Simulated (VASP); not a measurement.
# SnO in VASP: single point with PBE+D3(BJ)

Aim: the single point of SnO with PBE+D3(BJ).

Program: VASP 6.6.1. These are calculated values, not measurements. Logs are shortened: lines on timing, memory, paths and dates and some standing lists are left out, and cuts for length are marked.

## 1. The cell of the first run

The cell holds a slab with vacuum, 8 atoms: a = 3.820 Å, b = 3.820 Å, c = 22.226 Å, α = 90.00°, β = 90.00°, γ = 90.00°.

## 2. Single point, PBE+D3(BJ) (layers slid over each other)

File INCAR:

```
PREC = Accurate ; ENCUT = 520
EDIFF = 1E-6 ; ISMEAR = 0
SIGMA = 0.05 ; LREAL = False
LASPH = True ; NELM = 100
ALGO = Normal ; ISIF = 2
LWAVE = False ; LCHARG = False
LDIPOL = True ; IDIPOL = 3
DIPOL = 0.5 0.5 0.403 ; GGA = PE
IVDW = 12 ; NBANDS = 50
```

File KPOINTS:

```
regular mesh
0
Gamma
  7 7 1
```

File POSCAR:

```
SnO
1.0
    3.8201635894      0.0000000000      0.0000000000
    0.0000000000      3.8201635894      0.0000000000
    0.0000000000      0.0000000000     22.2260803631
Sn O
4 4
Direct
    0.7500000000      0.2500000000      0.2024648488
    0.2500000000      0.7500000000      0.3087831984
    0.7500000000      1.2500000000      0.4977503906
    0.2500000000      1.7500000000      0.6040687401
    0.2500000000      0.2500000000      0.2556240236
    0.7500000000      0.7500000000      0.2556240236
    0.2500000000      1.2500000000      0.5509095654
    0.7500000000      1.7500000000      0.5509095654
```

Potentials or basis: VASP PAW PBE potentials, release 64 (Sn_d, O).

Launch:

```sh
$ cat potpaw_PBE.64/Sn_d/POTCAR potpaw_PBE.64/O/POTCAR > POTCAR
$ mpirun -np 1 vasp_std > vasp.out
```

OUTCAR:

```text
PREC = Accurate
   ENCUT = 520
   EDIFF = 1E-6
   ISMEAR = 0
   LREAL = False
   LASPH = True
   NELM = 100
   ISIF = 2
   GGA = PE
   IVDW = 12
 IVDW          = 12

 ion  position               nearest neighbor table
   1  0.750  0.250  0.202-   5 2.25   6 2.25   6 2.25   5 2.25   2 3.59   2 3.59   2 3.59   2 3.59

   2  0.250  0.750  0.309-   5 2.25   6 2.25   5 2.25   6 2.25   1 3.59   1 3.59   1 3.59   1 3.59

   3  0.750  0.250  0.498-   7 2.25   8 2.25   8 2.25   7 2.25   4 3.59   4 3.59   4 3.59   4 3.59

   4  0.250  0.750  0.604-   7 2.25   8 2.25   7 2.25   8 2.25   3 3.59   3 3.59   3 3.59   3 3.59

   5  0.250  0.250  0.256-   1 2.25   2 2.25   2 2.25   1 2.25
   6  0.750  0.750  0.256-   1 2.25   2 2.25   1 2.25   2 2.25
   7  0.250  0.250  0.551-   4 2.25   4 2.25   3 2.25   3 2.25
   8  0.750  0.750  0.551-   4 2.25   4 2.25   3 2.25   3 2.25

  LATTYP: Found a simple tetragonal cell.
 ALAT       =     3.8201635894
 C/A-ratio  =     5.8180964880

  Lattice vectors:

 A1 = (   3.8201635894,   0.0000000000,   0.0000000000)
 A2 = (   0.0000000000,   3.8201635894,   0.0000000000)
 A3 = (   0.0000000000,   0.0000000000,  22.2260803631)

Analysis of symmetry for initial positions (statically):
=====================================================================
 Subroutine PRICEL returns:
 Original cell was already a primitive cell.

 Routine SETGRP: Setting up the symmetry group for a
 simple tetragonal supercell.

 Subroutine GETGRP returns: Found 16 space group operations
 (whereof  2 operations were pure point group operations)
 out of a pool of 16 trial point group operations.

The static configuration has the point symmetry C_1h.
 The point group associated with its full space group is D_4h.

Analysis of symmetry for dynamics (positions and initial velocities):
=====================================================================
 Subroutine PRICEL returns:
 Original cell was already a primitive cell.

 Routine SETGRP: Setting up the symmetry group for a
 simple tetragonal supercell.

 Subroutine GETGRP returns: Found 16 space group operations
 (whereof  2 operations were pure point group operations)
 out of a pool of 16 trial point group operations.

The dynamic configuration has the point symmetry C_1h.
 The point group associated with its full space group is D_4h.

 Subroutine INISYM returns: Found 16 space group operations
 (whereof  2 operations are pure point group operations),
 and found     1 'primitive' translations

----------------------------------------------------------------------------------------

                                     Primitive cell

  volume of cell :     324.3596

  direct lattice vectors                    reciprocal lattice vectors
     3.820163589  0.000000000  0.000000000     0.261768895  0.000000000  0.000000000
     0.000000000  3.820163589  0.000000000     0.000000000  0.261768895  0.000000000
     0.000000000  0.000000000 22.226080363     0.000000000  0.000000000  0.044992189

  length of vectors
     3.820163589  3.820163589 22.226080363     0.261768895  0.261768895  0.044992189

  position of ions in fractional coordinates (direct lattice)
     0.750000000  0.250000000  0.202464849
     0.250000000  0.750000000  0.308783198
     0.750000000  0.250000000  0.497750391
     0.250000000  0.750000000  0.604068740
     0.250000000  0.250000000  0.255624024
     0.750000000  0.750000000  0.255624024
     0.250000000  0.250000000  0.550909565
     0.750000000  0.750000000  0.550909565

  ion indices of the primitive-cell ions
   primitive index   ion index
                 1           1
                 2           2
                 3           3
                 4           4
                 5           5
                 6           6
                 7           7
                 8           8

----------------------------------------------------------------------------------------

 KPOINTS: regular mesh

Automatic generation of k-mesh.
 Grid dimensions read from file:
 generate k-points for:    7    7    1

 Generating k-lattice:

  Cartesian coordinates                     Fractional coordinates (reciprocal lattice)
     0.037395556  0.000000000  0.000000000     0.142857143  0.000000000  0.000000000
     0.000000000  0.037395556  0.000000000     0.000000000  0.142857143  0.000000000
     0.000000000  0.000000000  0.044992189     0.000000000  0.000000000  1.000000000

  Length of vectors
     0.037395556  0.037395556  0.044992189

  Shift w.r.t. Gamma in fractional coordinates (k-lattice)
     0.000000000  0.000000000  0.000000000

 Subroutine IBZKPT returns following result:
 ===========================================

 Found     10 irreducible k-points:

 Following reciprocal coordinates:
            Coordinates               Weight
  0.000000  0.000000  0.000000      1.000000
  0.142857  0.000000  0.000000      4.000000
  0.285714  0.000000  0.000000      4.000000
  0.428571  0.000000  0.000000      4.000000
  0.142857  0.142857  0.000000      4.000000
  0.285714  0.142857  0.000000      8.000000
  0.428571  0.142857  0.000000      8.000000
  0.285714  0.285714  0.000000      4.000000
  0.428571  0.285714  0.000000      8.000000
  0.428571  0.428571  0.000000      4.000000
   k-points           NKPTS =     10   k-points in BZ     NKDIM =     10   number of bands    NBANDS=     50
   number of dos      NEDOS =    301   number of ions     NIONS =      8
   total plane-waves  NPLWV = 131712
   dimension x,y,z NGX =    28 NGY =   28 NGZ =  168
   dimension x,y,z NGXF=    56 NGYF=   56 NGZF=  336
   ions per type =               4   4
   NGX,Y,Z   is equivalent  to a cutoff of  12.19, 12.19, 12.57 a.u.
   NGXF,Y,Z  is equivalent  to a cutoff of  24.37, 24.37, 25.13 a.u.
 SYSTEM =  unknown system
   PREC   = accura    normal or accurate (medium, high low for compatibility)
   ISTART =      0    job   : 0-new  1-cont  2-samecut
   ICHARG =      2    charge: 1-file 2-atom 10-const
   ISPIN  =      1    spin polarized calculation?
   LNONCOLLINEAR =      F non collinear calculations
   LSORBIT =      F    spin-orbit coupling
   LASPH  =      T    aspherical Exc in radial PAW
   ENCUT  =  520.0 eV  38.22 Ry    6.18 a.u.   7.10  7.10 41.33*2*pi/ulx,y,z
   NELM   =    100;   NELMIN=  2; NELMDL= -5     # of ELM steps
   EDIFF  = 0.1E-05   stopping-criterion for ELM
   LREAL  =      F    real-space projection
   EDIFFG = 0.1E-04   stopping-criterion for IOM
   NSW    =      0    number of steps for IOM
   IBRION =     -1    ionic relax: 0-MD 1-quasi-New 2-CG
   NFREE  =      0    steps in history (QN), initial steepest desc. (CG)
   ISIF   =      2    stress and relaxation
   ISYM   =      2    0-nonsym 1-usesym 2-fastsym
   POTIM  = 0.5000    time-step for ionic-motion
   TEBEG  =    0.0;   TEEND  =   0.0 temperature during run
   PSTRESS=    0.0 pullay stress
   NELECT =      80.0000    total number of electrons
   NUPDOWN=      -1.0000    fix difference up-down
   EMIN   =  10.00;   EMAX   =-10.00  energy-range for DOS
   EFERMI =   0.00;   METHOD = LEGACY
   ISMEAR =     0;   SIGMA  =   0.05  broadening in eV -4-tet -1-fermi 0-gaus
   EFERMI_NEDOS =   21; number of points for ismear=-14 and -15
   IALGO  =     38    algorithm
   IMIX   =      4    mixing-type and parameters
     AMIX     =   0.40;   BMIX     =  1.00
     AMIX_MAG =   1.60;   BMIX_MAG =  1.00
  volume/ion in A,a.u.               =      40.54       273.61
  Fermi-wavevector in a.u.,A,eV,Ry     =   1.026666  1.940118 14.341130  1.054043
  Thomas-Fermi vector in A             =   2.160571
   LORBIT       =      0    0 simple, 1 ext, 2 COOP (PROOUT), +10 PAW based schemes
   GGA     = PE    functional components
   LHFCALC =     F    Hartree Fock is set to
   AEXX    =    0.0000 exact exchange contribution
   IVDW    =    12    specifies the selected vdW correction
   LEPSILON=     F    determine dielectric tensor
   LRPA    =     F    only Hartree local field effects (RPA)
 non-spin polarized calculation
 Gauss-broadening in eV      SIGMA  =   0.05
  energy-cutoff  :      520.00
  volume of cell :      324.36
 maximum number of plane-waves:      8769
   NGX = 15   NGY = 15   NGZ = 83

 dipolmoment           0.000000      0.000000      0.000051 electrons x Angstroem

 number of electron      79.9999970 magnetization

 dipolmoment           0.000000      0.000000     -0.000006 electrons x Angstroem

 Free energy of the ion-electron system (eV)
  ---------------------------------------------------
  ext. energy  EPLUGINS =         0.00000000
  ---------------------------------------------------
  free energy    TOTEN  =       -45.19731143 eV

  energy without entropy =      -45.19731143  energy(sigma->0) =      -45.19731143

 E-fermi :   0.0290     XC(G=0):  -5.3314

 val. band max:       -0.2445899245   @ k =   0.1429   0.0000   0.0000
 cond. band min:       2.3286764473   @ k =   0.0000   0.0000   0.0000
 fundamental gap:      2.5732663719
 Fermi energy:         0.0290210488

 k-point     1 :       0.0000    0.0000    0.0000
  band No.  band energies     occupation
      1     -21.0642      2.00000
      2     -21.0641      2.00000
      3     -20.7037      2.00000
      4     -20.7036      2.00000
      5     -20.6656      2.00000
      6     -20.6656      2.00000
[... 42 lines left out ...]
     49       5.2282      0.00000
     50       5.2282      0.00000

 k-point     2 :       0.1429    0.0000    0.0000
  band No.  band energies     occupation
      1     -21.0552      2.00000
      2     -21.0551      2.00000
      3     -20.7043      2.00000
      4     -20.7042      2.00000
      5     -20.6674      2.00000
      6     -20.6672      2.00000
[... 416 lines left out ...]
 k-point    10 :       0.4286    0.4286    0.0000
  band No.  band energies     occupation
      1     -21.0049      2.00000
      2     -21.0045      2.00000
      3     -20.9909      2.00000
      4     -20.9906      2.00000
      5     -20.6702      2.00000
      6     -20.6701      2.00000
[... 42 lines left out ...]
     49       5.9173      0.00000
     50       6.0926      0.00000

------------------------ aborting loop because EDIFF is reached ----------------------------------------

 vacuum level on the upper side and lower side of the slab       (xc-potential included)        -0.198        -0.195

 Edisp (eV)   -1.23958

 E8    (eV) :    -0.5486

  FORCE on cell =-STRESS in cart. coord.  units (eV):
  Direction    XX          YY          ZZ          XY          YZ          ZX
  --------------------------------------------------------------------------------------
  -------------------------------------------------------------------------------------
  Total       0.11092     0.11092    -0.40616     0.00000    -0.00000    -0.00000
  in kB       0.54787     0.54787    -2.00622     0.00000    -0.00000    -0.00000
  external pressure =       -0.30 kB  Pullay stress =        0.00 kB

 VOLUME and BASIS-vectors are now :
 -----------------------------------------------------------------------------
  energy-cutoff  :      520.00
  volume of cell :      324.36
      direct lattice vectors                 reciprocal lattice vectors
     3.820163589  0.000000000  0.000000000     0.261768895  0.000000000  0.000000000
     0.000000000  3.820163589  0.000000000     0.000000000  0.261768895  0.000000000
     0.000000000  0.000000000 22.226080363     0.000000000  0.000000000  0.044992189

 POSITION                                       TOTAL-FORCE (eV/Angst)
 -----------------------------------------------------------------------------------
      2.86512      0.95504      4.50000         0.000000     -0.000000     -0.078745
      0.95504      2.86512      6.86304        -0.000000     -0.000000      0.187962
      2.86512      0.95504     11.06304        -0.000000      0.000000     -0.187962
      0.95504      2.86512     13.42608         0.000000     -0.000000      0.078745
      0.95504      0.95504      5.68152         0.000000     -0.000000      0.012436
      2.86512      2.86512      5.68152         0.000000      0.000000      0.012436
      0.95504      0.95504     12.24456        -0.000000      0.000000     -0.012436
      2.86512      2.86512     12.24456         0.000000      0.000000     -0.012436
 -----------------------------------------------------------------------------------
    total drift:                                0.000000      0.000000     -0.000299

  FREE ENERGIE OF THE ION-ELECTRON SYSTEM (eV)
  ---------------------------------------------------
  free  energy   TOTEN  =       -46.4368926469 eV

  energy  without entropy=      -46.4368926469  energy(sigma->0) =      -46.43689265

 vacuum level on the upper side and lower side of the slab         4.767         4.771
```

It took 5.1 min on 1 thread of AMD EPYC 7R43 (Zen 3), shared host; peak memory 0.34 GiB.

Results:

```
Free energy                : -46.4369 eV
Largest force              : 0.188 eV/Å
Band gap on the k mesh     : 2.57 eV (least direct gap 2.59 eV)
Dispersion energy per atom : -0.155 eV
```

Forces in eV/Å, atoms in the order of the input:
```
Sn   0.000  0.000 -0.079
Sn   0.000  0.000  0.188
Sn   0.000  0.000 -0.188
Sn   0.000  0.000  0.079
O    0.000  0.000  0.012
O    0.000  0.000  0.012
O    0.000  0.000 -0.012
O    0.000  0.000 -0.012
```

Caveat: the cell differs from its parent crystal (layers slid over each other); spin-orbit coupling is left out, which moves the levels of the heavy elements.
